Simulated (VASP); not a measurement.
Runs of VASP 6.6.1 on Fe. The structure is that of space group P6_3/mmc (No. 194), or close to it. The cells are those of the table. 

| task | potentials or basis | spin | cell | k mesh | cutoff (eV) | second run | gap on the mesh (eV) | pressure (GPa) | moment (μB) |
| --- | --- | --- | --- | --- | --- | --- | --- | --- | --- |
| single point | VASP PAW PBE potentials, release 64 (Fe) | off | a = 3.719, b = 3.719, c = 4.268 Å, angles 90.0, 90.0, 120.0°, 4 atoms | 9 × 9 × 2 | 520 | - | none | -1.1 | - |
| single point | VASP PAW PBE potentials, release 64 (Fe) | collinear, ferromagnetic start | a = 2.620, b = 2.620, c = 8.449 Å, angles 90.0, 90.0, 120.0°, 4 atoms | 9 × 9 × 2 | 520 | - | none | -6.0 | (a) |
| relaxation of cell and atoms | VASP PAW PBE potentials, release 64 (Fe) | off | relaxed from a = 2.779, b = 2.779, c = 7.568 Å, angles 90.0, 90.0, 120.0°, 4 atoms | 9 × 9 × 2 | 600 | - | - | 0.0 | - |
| single point | VASP PAW PBE potentials, release 64 (Fe) | collinear, ferromagnetic start | a = 2.531, b = 2.531, c = 8.669 Å, angles 90.0, 90.0, 120.0°, 4 atoms | 21 × 21 × 6 | 520 | - | none | -0.2 | 10.28 |
| single point | VASP PAW PBE potentials, release 64 (Fe) | collinear, ferromagnetic start | a = 2.527, b = 2.527, c = 8.714 Å, angles 90.0, 90.0, 120.0°, 4 atoms | 9 × 9 × 2 | 520 | - | none | -0.2 | 10.30 |
| single point | VASP PAW PBE potentials, release 64 (Fe_sv) | off | a = 3.719, b = 3.719, c = 4.268 Å, angles 90.0, 90.0, 120.0°, 4 atoms | 9 × 9 × 2 | 600 | valence_matched | none | (b) | - |

Alike in all rows: level PBE; smearing gaussian 0.1 eV.

Task: Estimate the missing entries.

Result: (a) 10.61; (b) -3.0.

Caveats: some runs use coarse meshes; the bands computed are all filled at some k points, so no gap is given (some runs).

A gap of «none» marks levels without a gap at the run's occupations.

The runs don't all hold the same shells in valence.
